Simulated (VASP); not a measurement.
# ZrTi5C6 (Pmmm) in VASP: a series of runs, part 2 of 2

VASP 6.6.1.

## 3. Single point, PBE

This run uses another cell than the first one, of 13.76 Å³/atom, 1.287 times its volume.

Contents of INCAR:

```
ALGO = Normal ; EDIFF = 1E-6
ENCUT = 520 ; GGA = PE
ISIF = 2 ; ISMEAR = 0
LASPH = True ; LCHARG = False
LREAL = False ; LWAVE = False
NBANDS = 60 ; NELM = 100
PREC = Accurate ; SIGMA = 0.1
```

Contents of KPOINTS:

```
k-points
0
Gamma
  6 4 2
```

Contents of POSCAR:

```
ZrTi5C6
1.0
    3.3889065900      0.0000000000      0.0000000000
    0.0000000000      4.7926376600      0.0000000000
    0.0000000000      0.0000000000     10.1667197700
Zr Ti C
1 5 6
Direct
    0.0000000000      0.0000000000      0.0000000000
    0.0000000000      0.0000000000      0.6666666700
    0.5000000000      0.5000000000      0.8333333300
    0.5000000000      0.5000000000      0.1666666700
    0.0000000000      0.0000000000      0.3333333300
    0.5000000000      0.5000000000      0.5000000000
    0.0000000000      0.5000000000      0.6666666700
    0.5000000000      0.0000000000      0.8333333300
    0.0000000000      0.5000000000      0.0000000000
    0.5000000000      0.0000000000      0.1666666700
    0.0000000000      0.5000000000      0.3333333300
    0.5000000000      0.0000000000      0.5000000000
```

Potentials or basis: VASP PAW PBE potentials, release 64 (Zr_sv, Ti_sv, C).

Run with:

```console
$ cat potpaw_PBE.64/Zr_sv/POTCAR potpaw_PBE.64/Ti_sv/POTCAR potpaw_PBE.64/C/POTCAR > POTCAR
$ mpirun -np 1 vasp_std > vasp.out
```

OUTCAR:

```text
EDIFF = 1E-6
   ENCUT = 520
   GGA = PE
   ISIF = 2
   ISMEAR = 0
   LASPH = True
   LREAL = False
   NELM = 100
   PREC = Accurate

 ion  position               nearest neighbor table
   1  0.000  0.000  0.000-   9 2.40   9 2.40  10 2.40   8 2.40   8 2.40  10 2.40   2 3.39   5 3.39
                             4 3.39   3 3.39   3 3.39   4 3.39   4 3.39   3 3.39   3 3.39   4 3.39
   2  0.000  0.000  0.667-   8 2.40   8 2.40   7 2.40   7 2.40  12 2.40  12 2.40   1 3.39
   3  0.500  0.500  0.833-   7 2.40   7 2.40   8 2.40   8 2.40   9 2.40   9 2.40   1 3.39   1 3.39
                             1 3.39   1 3.39
   4  0.500  0.500  0.167-  11 2.40  11 2.40  10 2.40  10 2.40   9 2.40   9 2.40   1 3.39   1 3.39
                             1 3.39   1 3.39
   5  0.000  0.000  0.333-  10 2.40  10 2.40  11 2.40  11 2.40  12 2.40  12 2.40   1 3.39
   6  0.500  0.500  0.500-  12 2.40  12 2.40   7 2.40  11 2.40   7 2.40  11 2.40
   7  0.000  0.500  0.667-   3 2.40   3 2.40   2 2.40   2 2.40   6 2.40   6 2.40
   8  0.500  0.000  0.833-   2 2.40   2 2.40   3 2.40   3 2.40   1 2.40   1 2.40
   9  0.000  0.500  0.000-   1 2.40   1 2.40   4 2.40   3 2.40   3 2.40   4 2.40
  10  0.500  0.000  0.167-   5 2.40   5 2.40   4 2.40   4 2.40   1 2.40   1 2.40
  11  0.000  0.500  0.333-   4 2.40   4 2.40   5 2.40   5 2.40   6 2.40   6 2.40
  12  0.500  0.000  0.500-   6 2.40   6 2.40   2 2.40   5 2.40   2 2.40   5 2.40

  LATTYP: Found a simple orthorhombic cell.
 ALAT       =     3.3889065900
 B/A-ratio  =     1.4142135620
 C/A-ratio  =     3.0000000000

  Lattice vectors:

 A1 = (   3.3889065900,   0.0000000000,   0.0000000000)
 A2 = (   0.0000000000,   4.7926376600,   0.0000000000)
 A3 = (   0.0000000000,   0.0000000000,  10.1667197700)

Analysis of symmetry for initial positions (statically):
=====================================================================
 Subroutine PRICEL returns:
 Original cell was already a primitive cell.

 Routine SETGRP: Setting up the symmetry group for a
 simple orthorhombic supercell.

 Subroutine GETGRP returns: Found  8 space group operations
 (whereof  8 operations were pure point group operations)
 out of a pool of  8 trial point group operations.

The static configuration has the point symmetry D_2h.

Analysis of symmetry for dynamics (positions and initial velocities):
=====================================================================
 Subroutine PRICEL returns:
 Original cell was already a primitive cell.

 Routine SETGRP: Setting up the symmetry group for a
 simple orthorhombic supercell.

 Subroutine GETGRP returns: Found  8 space group operations
 (whereof  8 operations were pure point group operations)
 out of a pool of  8 trial point group operations.

The dynamic configuration has the point symmetry D_2h.

 Subroutine INISYM returns: Found  8 space group operations
 (whereof  8 operations are pure point group operations),
 and found     1 'primitive' translations

----------------------------------------------------------------------------------------

                                     Primitive cell

  volume of cell :     165.1258

  direct lattice vectors                    reciprocal lattice vectors
     3.388906590  0.000000000  0.000000000     0.295080426  0.000000000  0.000000000
     0.000000000  4.792637660  0.000000000     0.000000000  0.208653370  0.000000000
     0.000000000  0.000000000 10.166719770     0.000000000  0.000000000  0.098360142
[... 90 lines left out ...]
   ions per type =               1   5   6
   NGX,Y,Z   is equivalent  to a cutoff of  13.74, 12.49, 13.08 a.u.
   NGXF,Y,Z  is equivalent  to a cutoff of  27.47, 24.98, 26.16 a.u.
 SYSTEM =  unknown system
   PREC   = accura    normal or accurate (medium, high low for compatibility)
   ISTART =      0    job   : 0-new  1-cont  2-samecut
   ICHARG =      2    charge: 1-file 2-atom 10-const
   ISPIN  =      1    spin polarized calculation?
   LNONCOLLINEAR =      F non collinear calculations
   LSORBIT =      F    spin-orbit coupling
   LASPH  =      T    aspherical Exc in radial PAW
   ENCUT  =  520.0 eV  38.22 Ry    6.18 a.u.   6.30  8.91 18.90*2*pi/ulx,y,z
   NELM   =    100;   NELMIN=  2; NELMDL= -5     # of ELM steps
   EDIFF  = 0.1E-05   stopping-criterion for ELM
   LREAL  =      F    real-space projection
   EDIFFG = 0.1E-04   stopping-criterion for IOM
   NSW    =      0    number of steps for IOM
   IBRION =     -1    ionic relax: 0-MD 1-quasi-New 2-CG
   NFREE  =      0    steps in history (QN), initial steepest desc. (CG)
   ISIF   =      2    stress and relaxation
   ISYM   =      2    0-nonsym 1-usesym 2-fastsym
   POTIM  = 0.5000    time-step for ionic-motion
   TEBEG  =    0.0;   TEEND  =   0.0 temperature during run
   PSTRESS=    0.0 pullay stress
   NELECT =      96.0000    total number of electrons
   NUPDOWN=      -1.0000    fix difference up-down
   EMIN   =  10.00;   EMAX   =-10.00  energy-range for DOS
   EFERMI =   0.00;   METHOD = LEGACY
   ISMEAR =     0;   SIGMA  =   0.10  broadening in eV -4-tet -1-fermi 0-gaus
   EFERMI_NEDOS =   21; number of points for ismear=-14 and -15
   IALGO  =     38    algorithm
   IMIX   =      4    mixing-type and parameters
     AMIX     =   0.40;   BMIX     =  1.00
     AMIX_MAG =   1.60;   BMIX_MAG =  1.00
  volume/ion in A,a.u.               =      13.76        92.86
  Fermi-wavevector in a.u.,A,eV,Ry     =   1.366345  2.582017 25.400681  1.866897
  Thomas-Fermi vector in A             =   2.492493
   LORBIT       =      0    0 simple, 1 ext, 2 COOP (PROOUT), +10 PAW based schemes
   GGA     = PE    functional components
   LHFCALC =     F    Hartree Fock is set to
   AEXX    =    0.0000 exact exchange contribution
   IVDW    =     0    specifies the selected vdW correction
   LEPSILON=     F    determine dielectric tensor
   LRPA    =     F    only Hartree local field effects (RPA)
 non-spin polarized calculation
 Gauss-broadening in eV      SIGMA  =   0.10
  energy-cutoff  :      520.00
  volume of cell :      165.13
 maximum number of plane-waves:      4476
 NGX is ok and might be reduce to    28
   NGX = 13   NGY = 17   NGZ = 37

 number of electron      95.9999998 magnetization

 Free energy of the ion-electron system (eV)
  ---------------------------------------------------
  ext. energy  EPLUGINS =         0.00000000
  ---------------------------------------------------
  free energy    TOTEN  =      -107.27881889 eV

  energy without entropy =     -107.26369967  energy(sigma->0) =     -107.27125928

 E-fermi :   6.5928     XC(G=0): -11.3088

 val. band max:        6.5714180375   @ k =   0.5000   0.0000   0.5000
 cond. band min:       6.6595525320   @ k =   0.5000   0.0000   0.5000
 fundamental gap:      0.0881344945
 Fermi energy:         6.5927576705

 k-point     1 :       0.0000    0.0000    0.0000
  band No.  band energies     occupation
      1     -50.7291      2.00000
      2     -50.7123      2.00000
      3     -50.7110      2.00000
      4     -50.6967      2.00000
      5     -50.6954      2.00000
      6     -41.7452      2.00000
[... 1501 lines left out ...]
     59       8.8639      0.00000
     60       8.9157      0.00000

------------------------ aborting loop because EDIFF is reached ----------------------------------------

  FORCE on cell =-STRESS in cart. coord.  units (eV):
  Direction    XX          YY          ZZ          XY          YZ          ZX
  --------------------------------------------------------------------------------------
  -------------------------------------------------------------------------------------
  Total      -36.7224205    -36.9534119    -37.1317109      0.0000000      0.0000000      0.0000000
  in kB     -356.3090345   -358.5502899   -360.2802832      0.0000000      0.0000000      0.0000000
  external PRESSURE =    -358.3798692 kB  Pullay stress =       0.0000000 kB

 VOLUME and BASIS-vectors are now :
 -----------------------------------------------------------------------------
  energy-cutoff  :      520.00
  volume of cell :      165.13
      direct lattice vectors                 reciprocal lattice vectors
     3.388906590  0.000000000  0.000000000     0.295080426  0.000000000  0.000000000
     0.000000000  4.792637660  0.000000000     0.000000000  0.208653370  0.000000000
     0.000000000  0.000000000 10.166719770     0.000000000  0.000000000  0.098360142

 POSITION                                       TOTAL-FORCE (eV/Angst)
 -----------------------------------------------------------------------------------
      0.00000      0.00000      0.00000         0.000000      0.000000     -0.000000
      0.00000      0.00000      6.77781         0.000000     -0.000000     -0.186500
      1.69445      2.39632      8.47227         0.000000      0.000000     -0.319092
      1.69445      2.39632      1.69445         0.000000      0.000000      0.319092
      0.00000      0.00000      3.38891         0.000000     -0.000000      0.186500
      1.69445      2.39632      5.08336         0.000000      0.000000     -0.000000
      0.00000      2.39632      6.77781        -0.000000      0.000000     -0.011639
      1.69445      0.00000      8.47227         0.000000      0.000000     -0.706609
      0.00000      2.39632      0.00000         0.000000      0.000000     -0.000000
      1.69445      0.00000      1.69445         0.000000      0.000000      0.706609
      0.00000      2.39632      3.38891         0.000000     -0.000000      0.011639
      1.69445      0.00000      5.08336         0.000000      0.000000     -0.000000
 -----------------------------------------------------------------------------------
    total drift:                                0.000000      0.000000     -0.000000

  FREE ENERGIE OF THE ION-ELECTRON SYSTEM (eV)
  ---------------------------------------------------
  free  energy   TOTEN  =      -107.2788188905 eV

  energy  without entropy=     -107.2636996654  energy(sigma->0) =     -107.27125928
```

It took 6.3 min on 1 thread of Intel Xeon 6975P-C, shared host; peak memory 0.37 GiB.

Results:

| Quantity | Value |
| --- | --- |
| Free energy | -107.2788 eV |
| Pressure | -35.8 GPa |
| Largest force | 0.707 eV/Å |
| Band gap on the k mesh | zero (band 48 reaches 7.25 eV, above the bottom of band 49 at 6.38 eV) |

Forces in eV/Å, atoms in the order of the input:
```
Zr   0.000  0.000  0.000
Ti   0.000  0.000 -0.186
Ti   0.000  0.000 -0.319
Ti   0.000  0.000  0.319
Ti   0.000  0.000  0.186
Ti   0.000  0.000  0.000
C    0.000  0.000 -0.012
C    0.000  0.000 -0.707
C    0.000  0.000  0.000
C    0.000  0.000  0.707
C    0.000  0.000  0.012
C    0.000  0.000  0.000
```
